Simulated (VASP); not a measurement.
# Ir (Im-3m) in VASP: single point with LDA

Aim: the single point of Ir with LDA.

All numbers are computed with VASP 6.6.1; they aren't measurements. Logs are shortened: lines on timing, memory, paths and dates and some standing lists are left out, and cuts for length are marked.

### Step 1. The cell of the first run

The structure is cubic, space group Im-3m (No. 229). Conventional cell: a = 3.061 Å, b = 3.061 Å, c = 3.061 Å, α = 90.00°, β = 90.00°, γ = 90.00°. Ir (site symmetry m-3m) has 14 Ir at 2.65 to 3.06 Å within 3.5 Å.

This isn't the form of Ir at room conditions, which is fcc.

### Step 2. Single point, LDA (14.34 Å³/atom)

File POSCAR:

```
Ir
1.0
   -1.5303332831      1.5303332831      1.5303332831
    1.5303332831     -1.5303332831      1.5303332831
    1.5303332831      1.5303332831     -1.5303332831
Ir
1
Direct
    0.0000000000      0.0000000000      0.0000000000
```

File INCAR.step1:

```
SYSTEM = Ir
ALGO     = Normal         ! electronic algorithm
EDIFF    = 1E-6           ! SCF threshold, eV
ENCUT    = 420            ! plane-wave cutoff, eV
GGA_COMPAT= .False.      
ISIF     = 2              ! what is computed and relaxed
ISMEAR   = -1             ! smearing method
LASPH    = .True.         ! aspherical terms in the spheres
LCHARG   = .True.         ! write CHGCAR
LMAXMIX  = 4              ! l up to which the mixer works
LORBIT   = 11             ! projections on sites
LREAL    = .False.        ! projectors in reciprocal space
LWAVE    = .False.        ! write WAVECAR
NBANDS   = 14             ! bands
NEDOS    = 2001           ! points of the DOS
NELM     = 120            ! most SCF steps
PREC     = Accurate       ! precision mode
SIGMA    = 0.08           ! smearing width, eV
```

File KPOINTS.step1:

```
k-points
0
Gamma
  20 20 20
  0 0 0
```

File INCAR.step2:

```
SYSTEM = Ir
ALGO     = Normal         ! electronic algorithm
EDIFF    = 1E-6           ! SCF threshold, eV
ENCUT    = 420            ! plane-wave cutoff, eV
GGA_COMPAT= .False.      
ICHARG   = 11             ! starting density
ISIF     = 2              ! what is computed and relaxed
ISMEAR   = -5             ! smearing method
LASPH    = .True.         ! aspherical terms in the spheres
LCHARG   = .False.        ! write CHGCAR
LMAXMIX  = 4              ! l up to which the mixer works
LORBIT   = 10             ! projections on sites
LREAL    = .False.        ! projectors in reciprocal space
LWAVE    = .False.        ! write WAVECAR
NBANDS   = 14             ! bands
NEDOS    = 2001           ! points of the DOS
NELM     = 120            ! most SCF steps
PREC     = Accurate       ! precision mode
SIGMA    = 0.08           ! smearing width, eV
```

File KPOINTS.step2:

```
k-points
0
Gamma
  30 30 30
  0 0 0
```

Potentials or basis: VASP PAW LDA potentials, release 64 (Ir_sv_GW).

On the command line:

```console
$ cat potpaw_LDA.64/Ir_sv_GW/POTCAR > POTCAR
$ cp INCAR.step1 INCAR
$ cp KPOINTS.step1 KPOINTS
$ mpirun -np 1 vasp_std > vasp.out
$ cp INCAR.step2 INCAR
$ cp KPOINTS.step2 KPOINTS
$ mpirun -np 1 vasp_std > vasp.out
```

OUTCAR:

```text
SYSTEM = Ir
   EDIFF = 1E-6
   ENCUT = 420
   ICHARG = 11
   ISIF = 2
   ISMEAR = -5
   LASPH = .True.
   LORBIT = 10
   LREAL = .False.
   NELM = 120
   PREC = Accurate

 ion  position               nearest neighbor table
   1  0.000  0.000  0.000-

  LATTYP: Found a body centered cubic cell.
 ALAT       =     3.0606665662

  Lattice vectors:

 A1 = (  -1.5303332831,   1.5303332831,   1.5303332831)
 A2 = (   1.5303332831,  -1.5303332831,   1.5303332831)
 A3 = (   1.5303332831,   1.5303332831,  -1.5303332831)

Analysis of symmetry for initial positions (statically):
=====================================================================
 Subroutine PRICEL returns:
 Original cell was already a primitive cell.

 Routine SETGRP: Setting up the symmetry group for a
 body centered cubic supercell.

 Subroutine GETGRP returns: Found 48 space group operations
 (whereof 48 operations were pure point group operations)
 out of a pool of 48 trial point group operations.

The static configuration has the point symmetry O_h .

Analysis of symmetry for dynamics (positions and initial velocities):
=====================================================================
 Subroutine PRICEL returns:
 Original cell was already a primitive cell.

 Routine SETGRP: Setting up the symmetry group for a
 body centered cubic supercell.

 Subroutine GETGRP returns: Found 48 space group operations
 (whereof 48 operations were pure point group operations)
 out of a pool of 48 trial point group operations.

The dynamic configuration has the point symmetry O_h .

 Subroutine INISYM returns: Found 48 space group operations
 (whereof 48 operations are pure point group operations),
 and found     1 'primitive' translations

----------------------------------------------------------------------------------------

                                     Primitive cell

  volume of cell :      14.3357

  direct lattice vectors                    reciprocal lattice vectors
    -1.530333283  1.530333283  1.530333283     0.000000000  0.326726214  0.326726214
     1.530333283 -1.530333283  1.530333283     0.326726214  0.000000000  0.326726214
     1.530333283  1.530333283 -1.530333283     0.326726214  0.326726214  0.000000000

  length of vectors
     2.650614999  2.650614999  2.650614999     0.462060643  0.462060643  0.462060643

  position of ions in fractional coordinates (direct lattice)
     0.000000000  0.000000000  0.000000000

  ion indices of the primitive-cell ions
   primitive index   ion index
                 1           1

----------------------------------------------------------------------------------------

 KPOINTS: k-points

Automatic generation of k-mesh.
 Grid dimensions read from file:
 generate k-points for:   30   30   30

 Generating k-lattice:

  Cartesian coordinates                     Fractional coordinates (reciprocal lattice)
     0.000000000  0.010890874  0.010890874     0.033333333  0.000000000  0.000000000
     0.010890874  0.000000000  0.010890874     0.000000000  0.033333333  0.000000000
     0.010890874  0.010890874  0.000000000     0.000000000  0.000000000  0.033333333

  Length of vectors
     0.015402021  0.015402021  0.015402021

  Shift w.r.t. Gamma in fractional coordinates (k-lattice)
     0.000000000  0.000000000  0.000000000

 TETIRR: Found  32549 inequivalent tetrahedra from   162000

 Subroutine IBZKPT returns following result:
 ===========================================

 Found    752 irreducible k-points:

 Following reciprocal coordinates:
            Coordinates               Weight
  0.000000  0.000000  0.000000      1.000000
  0.033333  0.000000  0.000000     12.000000
  0.066667  0.000000  0.000000     12.000000
  0.100000  0.000000  0.000000     12.000000
  0.133333  0.000000  0.000000     12.000000
  0.166667  0.000000  0.000000     12.000000
[... 16 lines left out ...]
  0.233333  0.033333  0.000000     48.000000
  0.266667  0.033333  0.000000     48.000000
 [... further k-points ...]
   k-points           NKPTS =    752   k-points in BZ     NKDIM =    752   number of bands    NBANDS=     14
   number of dos      NEDOS =   2001   number of ions     NIONS =      1
   total plane-waves  NPLWV =   5832
   dimension x,y,z NGX =    18 NGY =   18 NGZ =   18
   dimension x,y,z NGXF=    36 NGYF=   36 NGZF=   36
   ions per type =               1
   NGX,Y,Z   is equivalent  to a cutoff of  11.29, 11.29, 11.29 a.u.
   NGXF,Y,Z  is equivalent  to a cutoff of  22.58, 22.58, 22.58 a.u.
 SYSTEM =  Ir
   PREC   = accura    normal or accurate (medium, high low for compatibility)
   ISTART =      0    job   : 0-new  1-cont  2-samecut
   ICHARG =     11    charge: 1-file 2-atom 10-const
   ISPIN  =      1    spin polarized calculation?
   LNONCOLLINEAR =      F non collinear calculations
   LSORBIT =      F    spin-orbit coupling
   LASPH  =      T    aspherical Exc in radial PAW
   ENCUT  =  420.0 eV  30.87 Ry    5.56 a.u.   4.43  4.43  4.43*2*pi/ulx,y,z
   NELM   =    120;   NELMIN=  2; NELMDL=  0     # of ELM steps
   EDIFF  = 0.1E-05   stopping-criterion for ELM
   LREAL  =      F    real-space projection
   EDIFFG = 0.1E-04   stopping-criterion for IOM
   NSW    =      0    number of steps for IOM
   IBRION =     -1    ionic relax: 0-MD 1-quasi-New 2-CG
   NFREE  =      0    steps in history (QN), initial steepest desc. (CG)
   ISIF   =      2    stress and relaxation
   ISYM   =      2    0-nonsym 1-usesym 2-fastsym
   POTIM  = 0.5000    time-step for ionic-motion
   TEBEG  =    0.0;   TEEND  =   0.0 temperature during run
   PSTRESS=    0.0 pullay stress
   NELECT =      17.0000    total number of electrons
   NUPDOWN=      -1.0000    fix difference up-down
   EMIN   =  10.00;   EMAX   =-10.00  energy-range for DOS
   EFERMI =   0.00;   METHOD = LEGACY
   ISMEAR =    -5;   SIGMA  =   0.08  broadening in eV -4-tet -1-fermi 0-gaus
   EFERMI_NEDOS =   21; number of points for ismear=-14 and -15
   IALGO  =     38    algorithm
   IMIX   =      4    mixing-type and parameters
     AMIX     =   0.40;   BMIX     =  1.00
     AMIX_MAG =   1.60;   BMIX_MAG =  1.00
  volume/ion in A,a.u.               =      14.34        96.74
  Fermi-wavevector in a.u.,A,eV,Ry     =   1.732813  3.274542 40.853426  3.002642
  Thomas-Fermi vector in A             =   2.806918
   LORBIT       =     10    0 simple, 1 ext, 2 COOP (PROOUT), +10 PAW based schemes
   GGA     = CA    functional components
   LHFCALC =     F    Hartree Fock is set to
   AEXX    =    0.0000 exact exchange contribution
   IVDW    =     0    specifies the selected vdW correction
   LEPSILON=     F    determine dielectric tensor
   LRPA    =     F    only Hartree local field effects (RPA)
 non-spin polarized calculation
 Fermi weights with tetrahedron method with Bloechl corrections
  energy-cutoff  :      420.00
  volume of cell :       14.34
 maximum number of plane-waves:       321
 NGX is ok and might be reduce to    18

 number of electron      17.0000000 magnetization

 Free energy of the ion-electron system (eV)
  ---------------------------------------------------
  ext. energy  EPLUGINS =         0.00000000
  ---------------------------------------------------
  free energy    TOTEN  =       -10.20369808 eV

  energy without entropy =      -10.20369808  energy(sigma->0) =      -10.20369808

 E-fermi :  12.1805     XC(G=0): -14.6866

 val. band max:       12.2208498981   @ k =  -0.4000   0.5000   0.3000
 cond. band min:      12.0827581398   @ k =  -0.3667  -0.3667   0.1000
 fundamental gap:     -0.1380917583
 Fermi energy:        12.1804599121

 k-point     1 :       0.0000    0.0000    0.0000
  band No.  band energies     occupation
      1     -79.8214      2.00000
      2     -36.5867      2.00000
      3     -36.5867      2.00000
      4     -36.5867      2.00000
      5       1.4768      2.00000
      6       8.4774      2.00000
      7       8.4774      2.00000
      8       8.4774      2.00000
      9      11.6222      2.00000
     10      11.6222      2.00000
     11      28.3874      0.00000
     12      28.3874      0.00000
     13      28.3874      0.00000
     14      40.3776      0.00000

 k-point     2 :       0.0333    0.0000    0.0000
  band No.  band energies     occupation
      1     -79.8206      2.00000
      2     -36.5941      2.00000
      3     -36.5890      2.00000
      4     -36.5859      2.00000
      5       1.5298      2.00000
      6       8.4538      2.00000
      7       8.4774      2.00000
      8       8.5251      2.00000
      9      11.5872      2.00000
     10      11.6260      2.00000
     11      28.4226      0.00000
     12      28.4699      0.00000
     13      28.4726      0.00000
     14      39.4817      0.00000

 k-point     3 :       0.0667    0.0000    0.0000
  band No.  band energies     occupation
      1     -79.8183      2.00000
      2     -36.6200      2.00000
      3     -36.5974      2.00000
      4     -36.5855      2.00000
      5       1.6851      2.00000
      6       8.3824      2.00000
      7       8.4721      2.00000
      8       8.6625      2.00000
      9      11.4882      2.00000
     10      11.6304      2.00000
     11      28.5193      0.00000
     12      28.7097      0.00000
     13      28.7151      0.00000
     14      38.1792      0.00000
[... 324 lines left out ...]
 k-point    23 :       0.2333    0.0333    0.0000
  band No.  band energies     occupation
      1     -79.7856      2.00000
      2     -36.9851      2.00000
      3     -36.7190      2.00000
      4     -36.5875      2.00000
      5       3.8503      2.00000
      6       7.4679      2.00000
      7       8.3460      2.00000
      8      10.9303      2.00000
      9      11.0497      2.00000
     10      11.8029      2.00000
     11      27.8246      0.00000
     12      28.0632      0.00000
     13      32.4135      0.00000
     14      34.9678      0.00000

 k-point    24 :       0.2667    0.0333    0.0000
  band No.  band energies     occupation
      1     -79.7782      2.00000
      2     -37.0648      2.00000
      3     -36.7471      2.00000
      4     -36.5874      2.00000
      5       4.2187      2.00000
      6       7.2807      2.00000
      7       8.5206      2.00000
      8      11.1084      2.00000
      9      11.5624      2.00000
     10      11.8594      2.03983
     11      26.7187      0.00000
     12      27.3957      0.00000
     13      33.3553      0.00000
     14      34.1107      0.00000

 [... further k-points ...]

------------------------ aborting loop because EDIFF is reached ----------------------------------------

  FORCE on cell =-STRESS in cart. coord.  units (eV):
  Direction    XX          YY          ZZ          XY          YZ          ZX
  --------------------------------------------------------------------------------------
  -------------------------------------------------------------------------------------
  Total       -0.1387910     -0.1387910     -0.1387910      0.0000000     -0.0000000      0.0000000
  in kB      -15.5115035    -15.5115035    -15.5115035      0.0000000     -0.0000000      0.0000000
  external PRESSURE =     -15.5115035 kB  Pullay stress =       0.0000000 kB

 VOLUME and BASIS-vectors are now :
 -----------------------------------------------------------------------------
  energy-cutoff  :      420.00
  volume of cell :       14.34
      direct lattice vectors                 reciprocal lattice vectors
    -1.530333283  1.530333283  1.530333283     0.000000000  0.326726214  0.326726214
     1.530333283 -1.530333283  1.530333283     0.326726214  0.000000000  0.326726214
     1.530333283  1.530333283 -1.530333283     0.326726214  0.326726214  0.000000000

 POSITION                                       TOTAL-FORCE (eV/Angst)
 -----------------------------------------------------------------------------------
      0.00000      0.00000      0.00000         0.000000      0.000000      0.000000
 -----------------------------------------------------------------------------------
    total drift:                               -0.000000      0.000000     -0.000000

  FREE ENERGIE OF THE ION-ELECTRON SYSTEM (eV)
  ---------------------------------------------------
  free  energy   TOTEN  =       -10.2036980817 eV

  energy  without entropy=      -10.2036980817  energy(sigma->0) =      -10.20369808

 total charge

# of ion       s       p       d       f       tot
--------------------------------------------------
    1        4.004   6.092   6.382   0.024  16.502
```

Wall time 68 s (1 thread of Intel Xeon 6975P-C (Granite Rapids), shared host); peak memory 0.29 GiB.

What came out:

| Property | Result |
| --- | --- |
| Valence electrons inside the program's atomic spheres | Ir 16.50 |

Levels at points of the mesh, in eV from the Fermi level:
| k point | band 4 | band 5 | band 6 | band 7 | band 8 | band 9 | band 10 | band 11 | band 12 | band 13 |
| --- | --- | --- | --- | --- | --- | --- | --- | --- | --- | --- |
| (0.00, 0.00, 0.00) | -48.77 | -10.70 | -3.70 | -3.70 | -3.70 | -0.56 | -0.56 | 16.21 | 16.21 | 16.21 |
| (0.50, 0.00, 0.00) | -48.76 | -7.63 | -5.57 | -0.74 | -0.05 | -0.04 | 2.31 | 8.17 | 12.66 | 16.70 |
| (0.50, 0.50, 0.50) | -49.33 | -7.19 | -7.19 | 1.58 | 1.58 | 1.58 | 7.90 | 7.90 | 7.90 | 14.97 |

Caveat: spin-orbit coupling is left out, which moves the levels of the heavy elements.
